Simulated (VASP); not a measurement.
# Co (P6/mmm) in VASP: a series of runs, part 2 of 2

VASP 6.6.1. The steps go on from the part before.

## Step 4: Single point, PBE (9.73 Å³/atom)

This run uses another cell than the first one, of 9.73 Å³/atom.

The input, INCAR:

```
  PREC = Accurate
  ENCUT = 520
  EDIFF = 1E-7
  ISMEAR = -1
  SIGMA = 0.1
  LREAL = F
  LASPH = T
  NELM = 60
  ALGO = Normal
  ISIF = 2
  LWAVE = F
  LCHARG = F
  GGA = PE
  NBANDS = 20
```

The input, KPOINTS:

```
Automatic mesh
0
Gamma
  11 11 15
```

The input, POSCAR:

```
Co
1.0
    3.8024181560      0.0000000000      0.0000000000
   -1.9012090780      3.2929907189      0.0000000000
    0.0000000000      0.0000000000      2.3307223855
Co
3
Direct
    0.0000000000      0.0000000000      0.0000000000
    0.3333333333      0.6666666667      0.5000000000
    0.6666666667      0.3333333333      0.5000000000
```

Potentials or basis: VASP PAW PBE potentials, release 64 (Co).

Launch:

```sh
cat potpaw_PBE.64/Co/POTCAR > POTCAR
mpirun -np 1 vasp_std > vasp.out
```

OUTCAR:

```text
PREC = Accurate
   ENCUT = 520
   EDIFF = 1E-7
   ISMEAR = -1
   LREAL = F
   LASPH = T
   NELM = 60
   ISIF = 2
   GGA = PE

 ion  position               nearest neighbor table
   1  0.000  0.000  0.000-   2 2.49   3 2.49   2 2.49   3 2.49   2 2.49   2 2.49   3 2.49   3 2.49
                             3 2.49   3 2.49   2 2.49   2 2.49
   2  0.333  0.667  0.500-   3 2.20   3 2.20   3 2.20   1 2.49   1 2.49   1 2.49   1 2.49   1 2.49
                             1 2.49
   3  0.667  0.333  0.500-   2 2.20   2 2.20   2 2.20   1 2.49   1 2.49   1 2.49   1 2.49   1 2.49
                             1 2.49

  LATTYP: Found a hexagonal cell.
 ALAT       =     3.8024181560
 C/A-ratio  =     0.6129579362

  Lattice vectors:

 A1 = (   3.8024181560,   0.0000000000,   0.0000000000)
 A2 = (  -1.9012090780,   3.2929907189,   0.0000000000)
 A3 = (   0.0000000000,   0.0000000000,   2.3307223855)

Analysis of symmetry for initial positions (statically):
=====================================================================
 Subroutine PRICEL returns:
 Original cell was already a primitive cell.

 Routine SETGRP: Setting up the symmetry group for a
 hexagonal supercell.

 Subroutine GETGRP returns: Found 24 space group operations
 (whereof 24 operations were pure point group operations)
 out of a pool of 24 trial point group operations.

The static configuration has the point symmetry D_6h.

Analysis of symmetry for dynamics (positions and initial velocities):
=====================================================================
 Subroutine PRICEL returns:
 Original cell was already a primitive cell.

 Routine SETGRP: Setting up the symmetry group for a
 hexagonal supercell.

 Subroutine GETGRP returns: Found 24 space group operations
 (whereof 24 operations were pure point group operations)
 out of a pool of 24 trial point group operations.

The dynamic configuration has the point symmetry D_6h.

 Subroutine INISYM returns: Found 24 space group operations
 (whereof 24 operations are pure point group operations),
 and found     1 'primitive' translations

----------------------------------------------------------------------------------------

                                     Primitive cell

  volume of cell :      29.1837

  direct lattice vectors                    reciprocal lattice vectors
     3.802418156  0.000000000  0.000000000     0.262990539  0.151837658  0.000000000
    -1.901209078  3.292990719  0.000000000     0.000000000  0.303675317  0.000000000
     0.000000000  0.000000000  2.330722386     0.000000000  0.000000000  0.429051528

  length of vectors
     3.802418156  3.802418156  2.330722386     0.303675317  0.303675317  0.429051528

  position of ions in fractional coordinates (direct lattice)
     0.000000000  0.000000000  0.000000000
     0.333333333  0.666666667  0.500000000
     0.666666667  0.333333333  0.500000000

  ion indices of the primitive-cell ions
   primitive index   ion index
                 1           1
                 2           2
                 3           3

----------------------------------------------------------------------------------------

 KPOINTS: Automatic mesh

Automatic generation of k-mesh.
 Grid dimensions read from file:
 generate k-points for:   11   11   15

 Generating k-lattice:

  Cartesian coordinates                     Fractional coordinates (reciprocal lattice)
     0.023908231  0.013803423  0.000000000     0.090909091  0.000000000  0.000000000
     0.000000000  0.027606847  0.000000000     0.000000000  0.090909091  0.000000000
     0.000000000  0.000000000  0.028603435     0.000000000  0.000000000  0.066666667

  Length of vectors
     0.027606847  0.027606847  0.028603435

  Shift w.r.t. Gamma in fractional coordinates (k-lattice)
     0.000000000  0.000000000  0.000000000

 Subroutine IBZKPT returns following result:
 ===========================================

 Found    128 irreducible k-points:

 Following reciprocal coordinates:
            Coordinates               Weight
  0.000000  0.000000  0.000000      1.000000
  0.090909 -0.000000  0.000000      6.000000
  0.181818  0.000000  0.000000      6.000000
  0.272727 -0.000000  0.000000      6.000000
  0.363636 -0.000000  0.000000      6.000000
  0.454545 -0.000000  0.000000      6.000000
[... 16 lines left out ...]
  0.090909  0.090909  0.066667     12.000000
  0.181818  0.090909  0.066667     24.000000
 [... further k-points ...]
   k-points           NKPTS =    128   k-points in BZ     NKDIM =    128   number of bands    NBANDS=     20
   number of dos      NEDOS =    301   number of ions     NIONS =      3
   total plane-waves  NPLWV =  14112
   dimension x,y,z NGX =    28 NGY =   28 NGZ =   18
   dimension x,y,z NGXF=    56 NGYF=   56 NGZF=   36
   ions per type =               3
   NGX,Y,Z   is equivalent  to a cutoff of  12.24, 12.24, 12.84 a.u.
   NGXF,Y,Z  is equivalent  to a cutoff of  24.48, 24.48, 25.68 a.u.
 SYSTEM =  unknown system
   PREC   = accura    normal or accurate (medium, high low for compatibility)
   ISTART =      0    job   : 0-new  1-cont  2-samecut
   ICHARG =      2    charge: 1-file 2-atom 10-const
   ISPIN  =      1    spin polarized calculation?
   LNONCOLLINEAR =      F non collinear calculations
   LSORBIT =      F    spin-orbit coupling
   LASPH  =      T    aspherical Exc in radial PAW
   ENCUT  =  520.0 eV  38.22 Ry    6.18 a.u.   7.07  7.07  4.33*2*pi/ulx,y,z
   NELM   =     60;   NELMIN=  2; NELMDL= -5     # of ELM steps
   EDIFF  = 0.1E-06   stopping-criterion for ELM
   LREAL  =      F    real-space projection
   EDIFFG = 0.1E-05   stopping-criterion for IOM
   NSW    =      0    number of steps for IOM
   IBRION =     -1    ionic relax: 0-MD 1-quasi-New 2-CG
   NFREE  =      0    steps in history (QN), initial steepest desc. (CG)
   ISIF   =      2    stress and relaxation
   ISYM   =      2    0-nonsym 1-usesym 2-fastsym
   POTIM  = 0.5000    time-step for ionic-motion
   TEBEG  =    0.0;   TEEND  =   0.0 temperature during run
   PSTRESS=    0.0 pullay stress
   NELECT =      27.0000    total number of electrons
   NUPDOWN=      -1.0000    fix difference up-down
   EMIN   =  10.00;   EMAX   =-10.00  energy-range for DOS
   EFERMI =   0.00;   METHOD = LEGACY
   ISMEAR =    -1;   SIGMA  =   0.10  broadening in eV -4-tet -1-fermi 0-gaus
   EFERMI_NEDOS =   21; number of points for ismear=-14 and -15
   IALGO  =     38    algorithm
   IMIX   =      4    mixing-type and parameters
     AMIX     =   0.40;   BMIX     =  1.00
     AMIX_MAG =   1.60;   BMIX_MAG =  1.00
  volume/ion in A,a.u.               =       9.73        65.65
  Fermi-wavevector in a.u.,A,eV,Ry     =   1.595202  3.014495 34.622344  2.544670
  Thomas-Fermi vector in A             =   2.693158
   LORBIT       =      0    0 simple, 1 ext, 2 COOP (PROOUT), +10 PAW based schemes
   GGA     = PE    functional components
   LHFCALC =     F    Hartree Fock is set to
   AEXX    =    0.0000 exact exchange contribution
   IVDW    =     0    specifies the selected vdW correction
   LEPSILON=     F    determine dielectric tensor
   LRPA    =     F    only Hartree local field effects (RPA)
 non-spin polarized calculation
  energy-cutoff  :      520.00
  volume of cell :       29.18
 maximum number of plane-waves:       797
   NGX = 15   NGY = 15   NGZ =  9

 number of electron      27.0000006 magnetization

 Free energy of the ion-electron system (eV)
  ---------------------------------------------------
  ext. energy  EPLUGINS =         0.00000000
  ---------------------------------------------------
  free energy    TOTEN  =       -20.01488811 eV

  energy without entropy =      -19.74279186  energy(sigma->0) =      -19.87883999

 E-fermi :  11.8888     XC(G=0): -14.0657

 val. band max:       11.8860622846   @ k =   0.4545   0.0909   0.1333
 cond. band min:      11.8889076137   @ k =   0.3636   0.0909   0.0667
 fundamental gap:      0.0028453291
 Fermi energy:        11.8887913514

 k-point     1 :       0.0000    0.0000    0.0000
  band No.  band energies     occupation
      1       2.3447      2.00000
      2       7.2295      2.00000
      3       8.6760      2.00000
      4       8.6760      2.00000
      5       8.6794      2.00000
      6       8.6794      2.00000
[... 12 lines left out ...]
     19      19.3964      0.00000
[... 513 lines left out ...]
      4       8.0415      2.00000
      5       8.7089      2.00000
      6       9.2197      2.00000
[... 12 lines left out ...]
     19      21.0708      0.00000
     20      22.7692      0.00000

 [... further k-points ...]

------------------------ aborting loop because EDIFF is reached ----------------------------------------

  FORCE on cell =-STRESS in cart. coord.  units (eV):
  Direction    XX          YY          ZZ          XY          YZ          ZX
  --------------------------------------------------------------------------------------
  -------------------------------------------------------------------------------------
  Total        4.2224314      4.2224314      4.0222646      0.0000000     -0.0000000     -0.0000000
  in kB      231.8100491    231.8100491    220.8209576      0.0000000     -0.0000000     -0.0000000
  external PRESSURE =     228.1470186 kB  Pullay stress =       0.0000000 kB

 VOLUME and BASIS-vectors are now :
 -----------------------------------------------------------------------------
  energy-cutoff  :      520.00
  volume of cell :       29.18
      direct lattice vectors                 reciprocal lattice vectors
     3.802418156  0.000000000  0.000000000     0.262990539  0.151837658  0.000000000
    -1.901209078  3.292990719  0.000000000     0.000000000  0.303675317  0.000000000
     0.000000000  0.000000000  2.330722386     0.000000000  0.000000000  0.429051528

 POSITION                                       TOTAL-FORCE (eV/Angst)
 -----------------------------------------------------------------------------------
      0.00000      0.00000      0.00000         0.000000      0.000000      0.000000
     -0.00000      2.19533      1.16536         0.000000      0.000000      0.000000
      1.90121      1.09766      1.16536        -0.000000      0.000000      0.000000
 -----------------------------------------------------------------------------------
    total drift:                                0.000000      0.000000     -0.000000

  FREE ENERGIE OF THE ION-ELECTRON SYSTEM (eV)
  ---------------------------------------------------
  free  energy   TOTEN  =       -20.0148881135 eV

  energy  without entropy=      -19.7427918604  energy(sigma->0) =      -19.87883999
```

OSZICAR:

```text
N       E                     dE             d eps       ncg     rms          rms(c)
DAV:   1     0.161771436703E+03    0.16177E+03   -0.11887E+04  5264   0.180E+03
DAV:   2    -0.164941390641E+02   -0.17827E+03   -0.16995E+03  5120   0.323E+02
DAV:   3    -0.234149616149E+02   -0.69208E+01   -0.66149E+01  5472   0.915E+01
DAV:   4    -0.235225200245E+02   -0.10756E+00   -0.10748E+00  7052   0.986E+00
DAV:   5    -0.235250352067E+02   -0.25152E-02   -0.25151E-02  6184   0.135E+00    0.195E+01
DAV:   6    -0.223968744105E+02    0.11282E+01   -0.35644E+01  5552   0.926E+01    0.191E+01
DAV:   7    -0.277532532578E+02   -0.53564E+01   -0.51896E+01  5792   0.150E+02    0.340E+01
DAV:   8    -0.200261808049E+02    0.77271E+01   -0.25207E+01  6024   0.651E+01    0.252E+00
DAV:   9    -0.200335109962E+02   -0.73302E-02   -0.56014E-01  5292   0.902E+00    0.133E+00
DAV:  10    -0.200157742203E+02    0.17737E-01   -0.29825E-02  6896   0.230E+00    0.438E-01
DAV:  11    -0.200148461534E+02    0.92807E-03   -0.50777E-03  5864   0.909E-01    0.226E-01
DAV:  12    -0.200149707403E+02   -0.12459E-03   -0.14449E-03  5712   0.625E-01    0.164E-01
DAV:  13    -0.200149090147E+02    0.61726E-04   -0.92659E-04  7348   0.440E-01    0.828E-02
DAV:  14    -0.200148880614E+02    0.20953E-04   -0.10423E-04  7784   0.145E-01    0.106E-02
DAV:  15    -0.200148874484E+02    0.61306E-06   -0.56782E-06  7212   0.321E-02    0.752E-03
DAV:  16    -0.200148882051E+02   -0.75669E-06   -0.20762E-06  5244   0.230E-02    0.442E-03
DAV:  17    -0.200148881135E+02    0.91577E-07   -0.30370E-07  2720   0.861E-03
   1 F= -.20014888E+02 E0= -.19878840E+02  d E =-.272096E+00
```

stdout:

```text
POSCAR found type information on POSCAR Co
 POSCAR found :  1 types and       3 ions
 scaLAPACK will be used
 LDA part: xc-table for (Slater+PW92), standard interpolation
 POSCAR, INCAR and KPOINTS ok, starting setup
 FFT: planning ... GRIDC
 FFT: planning ... GRID_SOFT
 FFT: planning ... GRID
 WAVECAR not read
 entering main loop
```

Wall time 2 min (1 thread of AMD EPYC 7R43 (Zen 3), shared host); peak memory 0.14 GiB.

Results:

* Free energy: -20.0149 eV
* Pressure: 22.8 GPa
* Band gap on the k mesh: zero (an odd number of electrons rules out a gap without spin polarisation)

Caveat: the cell stands under pressure; the run has no spin polarisation, though such a crystal can be magnetic.

## Step 5: Single point, PBE (10.15 Å³/atom)

This run uses another cell than the first one, of 10.15 Å³/atom.

The input, INCAR:

```
PREC = Accurate
ENCUT = 520
EDIFF = 1E-6
ISMEAR = -1
SIGMA = 0.1
LREAL = False
LASPH = True
NELM = 60
ALGO = Normal
ISIF = 2
LWAVE = False
LCHARG = False
GGA = PE
NBANDS = 20
```

KPOINTS is that of step 4.

The input, POSCAR:

```
Co
1.0
    3.8567457553      0.0000000000      0.0000000000
   -1.9283728777      3.3400398000      0.0000000000
    0.0000000000      0.0000000000      2.3640229187
Co
3
Direct
    0.0000000000      0.0000000000      0.0000000000
    0.3333333333      0.6666666667      0.5000000000
    0.6666666667      0.3333333333      0.5000000000
```

Launch:

```sh
cat potpaw_PBE.64/Co/POTCAR > POTCAR
mpirun -np 1 vasp_std > vasp.out
```

Run time: 1.8 min. Hardware: 1 thread of AMD EPYC 7R43 (Zen 3), shared host; peak memory 0.15 GiB.

It converged, with:

| Property | Result |
| --- | --- |
| Free energy | -20.1412 eV |
| Pressure | 9.7 GPa |
| Band gap on the k mesh | zero (an odd number of electrons rules out a gap without spin polarisation) |

Stress tensor (GPa, compression positive):
```
9.79 0.00 0.00
0.00 9.79 0.00
0.00 0.00 9.47
```

Levels at points of the mesh, in eV from the Fermi level:
| k point | band 12 | band 13 | band 14 | band 15 | band 16 | band 17 |
| --- | --- | --- | --- | --- | --- | --- |
| (0.00, 0.00, 0.00) | -1.02 | -0.98 | -0.98 | 0.47 | 0.47 | 7.23 |

Caveat: the cell stands under pressure; the run has no spin polarisation, though such a crystal can be magnetic.

## Step 6: Overview

| cell | k mesh | gap on the mesh (eV) | pressure (GPa) |
| --- | --- | --- | --- |
| a = 3.910, b = 3.910, c = 2.396 Å, angles 90.0, 90.0, 120.0°, 3 atoms | 9 × 9 × 13 | none | -0.8 |
| a = 3.746, b = 3.746, c = 2.296 Å, angles 90.0, 90.0, 120.0°, 3 atoms | 11 × 11 × 15 | none | 39.4 |
| a = 3.802, b = 3.802, c = 2.331 Å, angles 90.0, 90.0, 120.0°, 3 atoms | 11 × 11 × 15 | none | 22.8 |
| a = 3.857, b = 3.857, c = 2.364 Å, angles 90.0, 90.0, 120.0°, 3 atoms | 11 × 11 × 15 | none | 9.7 |

Alike in all rows: task single point; level PBE; potentials or basis VASP PAW PBE potentials, release 64 (Co); no spin polarisation; cutoff (eV) 520; smearing fermi-dirac 0.1 eV.

Caveats: the run has no spin polarisation, though such a crystal can be magnetic; the cell stands under pressure (at least some runs).

Absolute energies hang on the potentials; compare differences alone.
